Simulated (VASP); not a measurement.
# PbF2 (Fluorocronite) (Fm-3m) in VASP: notebook, part 2 of 2

VASP 6.6.1.

### 3 Relaxation of cell and atoms, PBEsol, target pressure 2 GPa, at which the enthalpy is minimised

INCAR reads:

```
SYSTEM = PbF2
ALGO = Normal ; EDIFF = 1E-7
EDIFFG = -0.002 ; ENCUT = 600
GGA = PS ; IBRION = 2
ISIF = 3 ; ISMEAR = 0
LASPH = .True. ; LCHARG = .False.
LREAL = .False. ; LWAVE = .False.
NELM = 80 ; NSW = 100
PREC = Accurate ; PSTRESS = 20.0
SIGMA = 0.01
```

KPOINTS reads:

```
k-points
0
Gamma
  8 8 8
  0 0 0
```

POSCAR reads:

```
PbF2
1.0
    2.9493365922      2.9493365922      0.0000000000
   -2.9493365922      2.9493365922      0.0000000000
    0.0000000000      2.9493365922      2.9493365922
Pb F
1 2
Direct
    0.0000000000      0.0000000000      0.0000000000
    0.2500000000      0.7500000000      0.5000000000
    0.7500000000      0.2500000000      0.5000000000
```

Potentials or basis: VASP PAW PBE potentials, release 64 (Pb_d, F).

Run with:

```console
cat potpaw_PBE.64/Pb_d/POTCAR potpaw_PBE.64/F/POTCAR > POTCAR
mpirun -np 1 vasp_std > vasp.out
```

Run time: 44 s. Hardware: 1 thread of Intel Xeon 6975P-C (Granite Rapids), shared host; peak memory 0.22 GiB.

It converged, with:

```yaml
Free_energy: -14.9325 eV
Relaxed_volume: 16.64 Å³/atom
Relaxed_cell: a = 4.133 Å, b = 4.133 Å, c = 4.133 Å, α = 60.00°, β = 60.00°, γ = 90.00°
Space_group_after_relaxing_to_0.05_Å: Fm-3m (No. 225)
Energy_change_on_relaxing_the_enthalpy_is_what_falls: +2.5 meV/atom
Ionic_steps: 3
Pressure_after_relaxing: 2.0 GPa
Band_gap_on_the_k_mesh: 4.29 eV, indirect (least direct gap 4.45 eV)
```

Step by step:
```
step  energy change (eV)  largest force (eV/Å)  pressure (GPa)  volume (Å³)
   1              0.0000                0.0000           -0.23        51.31
   2              0.0125                0.0000            2.62        49.56
   3              0.0075                0.0000            2.00        49.91
```

Final structure:
```cif
data_structure
_symmetry_space_group_name_H-M 'P 1'
_symmetry_Int_Tables_number 1
_cell_length_a 4.1328
_cell_length_b 4.1328
_cell_length_c 4.1328
_cell_angle_alpha 60.000
_cell_angle_beta 60.000
_cell_angle_gamma 90.000
_cell_volume 49.91
loop_
_atom_site_label
_atom_site_type_symbol
_atom_site_fract_x
_atom_site_fract_y
_atom_site_fract_z
_atom_site_occupancy
Pb1 Pb 0.00000 0.00000 0.00000 1
F1 F 0.25000 0.75000 0.50000 1
F2 F 0.75000 0.25000 0.50000 1
```

Levels at points of the mesh, in eV from the valence-band top:
| k point | band 12 | band 13 | band 14 | band 15 | band 16 | band 17 |
| --- | --- | --- | --- | --- | --- | --- |
| (0.00, 0.00, 0.00) | -2.25 | -2.25 | -2.25 | 6.70 | 6.70 | 6.70 |
| (0.50, 0.00, 0.00) | -2.42 | -2.42 | -0.05 | 4.92 | 7.71 | 7.71 |
| (0.50, 0.50, 0.00) | -1.79 | -1.79 | -0.16 | 4.29 | 7.97 | 7.97 |

Caveat: the cell is relaxed towards a set pressure, so the enthalpy falls and the energy may rise; the PAW data sets were made with another functional, which shifts forces and pressure a little; spin-orbit coupling is left out, which moves the levels of the heavy elements. PBEsol gaps usually lie below the measured ones, often by a third to a half.

### 4 Relaxation of cell and atoms, PBEsol, target pressure 4 GPa, at which the enthalpy is minimised

INCAR reads:

```
SYSTEM = PbF2
PREC = Accurate ; ENCUT = 600
EDIFF = 1E-6 ; ISMEAR = 0
SIGMA = 0.01 ; LREAL = .FALSE.
LASPH = .TRUE. ; NELM = 60
ALGO = Normal ; ISIF = 3
LWAVE = .FALSE. ; LCHARG = .FALSE.
GGA = PS ; IBRION = 2
NSW = 100 ; EDIFFG = -0.002
PSTRESS = 40.0
```

KPOINTS reads:

```
regular mesh
0
G
  8 8 8
  0 0 0
```

POSCAR is that of step 3.

Run with:

```console
cat potpaw_PBE.64/Pb_d/POTCAR potpaw_PBE.64/F/POTCAR > POTCAR
mpirun -np 1 vasp_std > vasp.out
```

Wall time 40 s (1 thread of Intel Xeon 6975P-C (Granite Rapids), shared host); peak memory 0.21 GiB.

The run converged. Its results:

```
Free energy                                            : -14.9123 eV
Relaxed volume                                         : 16.27 Å³/atom
Relaxed cell                                           : a = 4.103 Å, b = 4.103 Å, c = 4.103 Å, α = 60.00°, β = 60.00°, γ = 90.00°
Space group after relaxing (to 0.05 Å)                 : Fm-3m (No. 225)
Energy change on relaxing (the enthalpy is what falls) : +9.3 meV/atom
Ionic steps                                            : 3
Pressure after relaxing                                : 4.0 GPa
Band gap on the k mesh                                 : 4.28 eV, indirect (least direct gap 4.44 eV)
```

Step by step:
```
step  energy change (eV)  largest force (eV/Å)  pressure (GPa)  volume (Å³)
   1              0.0000                0.0000           -0.23        51.31
   2              0.0515                0.0000            5.62        48.03
   3              0.0278                0.0000            4.00        48.82
```

Final structure:
```cif
data_structure
_symmetry_space_group_name_H-M 'P 1'
_symmetry_Int_Tables_number 1
_cell_length_a 4.1025
_cell_length_b 4.1025
_cell_length_c 4.1025
_cell_angle_alpha 60.000
_cell_angle_beta 60.000
_cell_angle_gamma 90.000
_cell_volume 48.82
loop_
_atom_site_label
_atom_site_type_symbol
_atom_site_fract_x
_atom_site_fract_y
_atom_site_fract_z
_atom_site_occupancy
Pb1 Pb 0.00000 0.00000 0.00000 1
F1 F 0.25000 0.75000 0.50000 1
F2 F 0.75000 0.25000 0.50000 1
```

Levels at points of the mesh, in eV from the valence-band top:
```csv
k point,band 12,band 13,band 14,band 15,band 16,band 17
"(0.00, 0.00, 0.00)",-2.41,-2.41,-2.41,6.71,6.71,6.71
"(0.50, 0.00, 0.00)",-2.57,-2.57,-0.07,4.90,7.77,7.77
"(0.50, 0.50, 0.00)",-1.92,-1.92,-0.16,4.28,8.04,8.04
```

Caveat: the cell is relaxed towards a set pressure, so the enthalpy falls and the energy may rise; the PAW data sets were made with another functional, which shifts forces and pressure a little; spin-orbit coupling is left out, which moves the levels of the heavy elements. A k mesh can miss the band edges.

### 5 Relaxation of cell and atoms, PBEsol, target pressure 7 GPa, at which the enthalpy is minimised

INCAR reads:

```
PREC = Accurate
ENCUT = 600
EDIFF = 1E-6
ISMEAR = 0
SIGMA = 0.01
LREAL = F
LASPH = T
NELM = 100
ALGO = Normal
ISIF = 3
LWAVE = F
LCHARG = F
GGA = PS
IBRION = 2
NSW = 100
EDIFFG = -0.002
PSTRESS = 70.0
```

KPOINTS reads:

```
regular mesh
0
Gamma
  8 8 8
```

POSCAR is that of step 4.

Run with:

```console
cat potpaw_PBE.64/Pb_d/POTCAR potpaw_PBE.64/F/POTCAR > POTCAR
mpirun -np 1 vasp_std > vasp.out
```

Wall time 41 s (1 thread of Intel Xeon 6975P-C (Granite Rapids), shared host); peak memory 0.22 GiB.

The run converged. Its results:

* Free energy: -14.8643 eV
* Relaxed volume: 15.81 Å³/atom
* Relaxed cell: a = 4.063 Å, b = 4.063 Å, c = 4.063 Å, α = 60.00°, β = 60.00°, γ = 90.00°
* Space group after relaxing (to 0.05 Å): Fm-3m (No. 225)
* Energy change on relaxing (the enthalpy is what falls): +25.2 meV/atom
* Ionic steps: 3
* Pressure after relaxing: 7.0 GPa
* Band gap on the k mesh: 4.26 eV, indirect (least direct gap 4.43 eV)

The path:
| step | energy change (eV) | largest force (eV/Å) | pressure (GPa) | volume (Å³) |
| --- | --- | --- | --- | --- |
| 1 | 0.0000 | 0.0000 | -0.23 | 51.31 |
| 2 | 0.1670 | 0.0000 | 11.13 | 45.79 |
| 3 | 0.0757 | 0.0000 | 6.99 | 47.42 |

Final structure:
```
CELL_PARAMETERS angstrom
2.87281 2.87281 0.00000
-2.87281 2.87281 0.00000
0.00000 2.87281 2.87281
ATOMIC_POSITIONS crystal
Pb 0.00000 0.00000 0.00000
F 0.25000 0.75000 0.50000
F 0.75000 0.25000 0.50000
```

Levels at points of the mesh, in eV from the valence-band top:
| k point | band 11 | band 12 | band 13 | band 14 | band 15 | band 16 | band 17 | band 18 |
| --- | --- | --- | --- | --- | --- | --- | --- | --- |
| (0.00, 0.00, 0.00) | -3.13 | -2.62 | -2.62 | -2.62 | 6.71 | 6.71 | 6.71 | 10.69 |
| (0.50, 0.00, 0.00) | -3.44 | -2.77 | -2.77 | -0.09 | 4.87 | 7.85 | 7.85 | 13.18 |
| (0.50, 0.50, 0.00) | -2.13 | -2.10 | -2.10 | -0.17 | 4.26 | 8.14 | 8.14 | 8.54 |

Caveat: the cell is relaxed towards a set pressure, so the enthalpy falls and the energy may rise; the PAW data sets were made with another functional, which shifts forces and pressure a little; spin-orbit coupling is left out, which moves the levels of the heavy elements. Expect the measured gap to be larger: semilocal functionals such as PBEsol lack the derivative discontinuity.

### 6 Relaxation of cell and atoms, PBEsol, target pressure 10 GPa, at which the enthalpy is minimised

INCAR reads:

```
SYSTEM = PbF2
ALGO = Normal ; EDIFF = 1E-6
EDIFFG = -0.002 ; ENCUT = 600
GGA = PS ; IBRION = 2
ISIF = 3 ; ISMEAR = 0
LASPH = .TRUE. ; LCHARG = .FALSE.
LREAL = .FALSE. ; LWAVE = .FALSE.
NELM = 60 ; NSW = 100
PREC = Accurate ; PSTRESS = 100.0
SIGMA = 0.01
```

KPOINTS reads:

```
k-points
0
G
  8 8 8
  0 0 0
```

POSCAR is that of step 5.

Potentials or basis: VASP PAW PBE potentials, release 64 (Pb_d, F).

Run with:

```console
cat potpaw_PBE.64/Pb_d/POTCAR potpaw_PBE.64/F/POTCAR > POTCAR
mpirun -np 1 vasp_std > vasp.out
```

Run time: 68 s. Hardware: 1 thread of Intel Xeon 6975P-C (Granite Rapids), shared host; peak memory 0.22 GiB.

Results (log left out):

```yaml
Free_energy: -14.8002 eV
Relaxed_volume: 15.40 Å³/atom
Relaxed_cell: a = 4.028 Å, b = 4.028 Å, c = 4.028 Å, α = 60.00°, β = 60.00°, γ = 90.00°
Space_group_after_relaxing_to_0.05_Å: Fm-3m (No. 225)
Energy_change_on_relaxing_the_enthalpy_is_what_falls: +46.6 meV/atom
Ionic_steps: 6
Pressure_after_relaxing: 10.0 GPa
Band_gap_on_the_k_mesh: 4.24 eV, indirect (least direct gap 4.41 eV)
```

Step by step:
```tsv
step	energy change (eV)	largest force (eV/Å)	pressure (GPa)	volume (Å³)
1	0.0000	0.0000	-0.23	51.31
2	0.3621	0.0000	18.00	43.62
3	0.1387	0.0000	9.97	46.22
4	0.1449	0.0000	10.24	46.12
5	0.1359	0.0000	9.83	46.27
6	0.1398	0.0000	10.02	46.20
```

Final structure:
```
Pb F
1.0
     2.84807    2.84807    0.00000
    -2.84807    2.84807    0.00000
     0.00000    2.84807    2.84807
Pb F
1 2
Cartesian
  0.0000 0.0000 0.0000
  -1.4240 4.2721 1.4240
  1.4240 4.2721 1.4240
```

Levels at points of the mesh, in eV from the valence-band top:
| k point | band 11 | band 12 | band 13 | band 14 | band 15 | band 16 | band 17 | band 18 |
| --- | --- | --- | --- | --- | --- | --- | --- | --- |
| (0.00, 0.00, 0.00) | -3.32 | -2.81 | -2.81 | -2.81 | 6.71 | 6.71 | 6.71 | 10.73 |
| (0.50, 0.00, 0.00) | -3.66 | -2.96 | -2.96 | -0.10 | 4.84 | 7.92 | 7.92 | 13.20 |
| (0.50, 0.50, 0.00) | -2.31 | -2.27 | -2.27 | -0.17 | 4.24 | 8.22 | 8.22 | 8.45 |

Caveat: the cell is relaxed towards a set pressure, so the enthalpy falls and the energy may rise; the PAW data sets were made with another functional, which shifts forces and pressure a little; spin-orbit coupling is left out, which moves the levels of the heavy elements. PBEsol gaps usually lie below the measured ones, often by a third to a half.

### 7 Overview

```csv
cell,gap on the mesh (eV),pressure (GPa)
relaxed to -2 GPa,4.31,-2.0
relaxed to 2 GPa,4.29,2.0
relaxed to 4 GPa,4.28,4.0
relaxed to 7 GPa,4.26,7.0
relaxed to 10 GPa,4.24,10.0
```

Alike in all rows: task relaxation of cell and atoms; level PBEsol; potentials or basis VASP PAW PBE potentials, release 64 (Pb_d, F); no spin polarisation; k mesh 8 × 8 × 8; cutoff (eV) 600; smearing gaussian 0.01 eV.

Caveats: the cell is relaxed towards a set pressure, so the enthalpy falls and the energy may rise; the PAW data sets were made with another functional, which shifts forces and pressure a little; spin-orbit coupling is left out, which moves the levels of the heavy elements.

Absolute energies hang on the potentials; compare differences alone.
